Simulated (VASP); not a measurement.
Write the native input for VASP 6.6.1 that does the following.

| Item | Value |
| --- | --- |
| Task | single point |
| Functional | PBE |
| Potentials or basis | VASP PAW PBE potentials, release 64 (Mg) |
| Cutoff | 520 eV |
| k mesh | 21 × 21 × 12 |
| Occupations | gaussian, width 0.1 eV |
| Spin | no spin polarisation |
| Dipole correction | no |
| Further INCAR settings | ALGO = Normal; EDIFF = 1e-07; NBANDS = 9 |

The structure of Mg lies in POSCAR:

```
Mg
1.0
    3.1956448233      0.0000000000      0.0000000000
   -1.5978224116      2.7675095984      0.0000000000
    0.0000000000      0.0000000000      5.1884455744
Mg
2
Direct
    0.3333333333      0.6666666667      0.2500000000
    0.6666666667      0.3333333333      0.7500000000
```

These files were run (other wordings do the same):

INCAR

```
ALGO = Normal
EDIFF = 1E-7
ENCUT = 520
GGA = PE
ISIF = 2
ISMEAR = 0
LASPH = T
LCHARG = T
LELF = T
LREAL = F
LVHAR = T
LWAVE = F
NBANDS = 9
NELM = 60
PREC = Accurate
SIGMA = 0.1
```

KPOINTS

```
k-points
0
Gamma
  21 21 12
```

Potentials or basis: VASP PAW PBE potentials, release 64 (Mg).

Run with:

```sh
$ cat potpaw_PBE.64/Mg/POTCAR > POTCAR
$ mpirun -np 1 vasp_std > vasp.out
```

Results of the run:

```json
{"Pressure": "-0.1 GPa", "Band gap on the k mesh": "zero (band 2 reaches 3.75 eV, above the bottom of band 3 at 1.39 eV)"}
```

It took 60 s on 1 thread of AMD EPYC 7R13 Processor (Zen 3), on a shared host, peak memory 0.23 GiB.
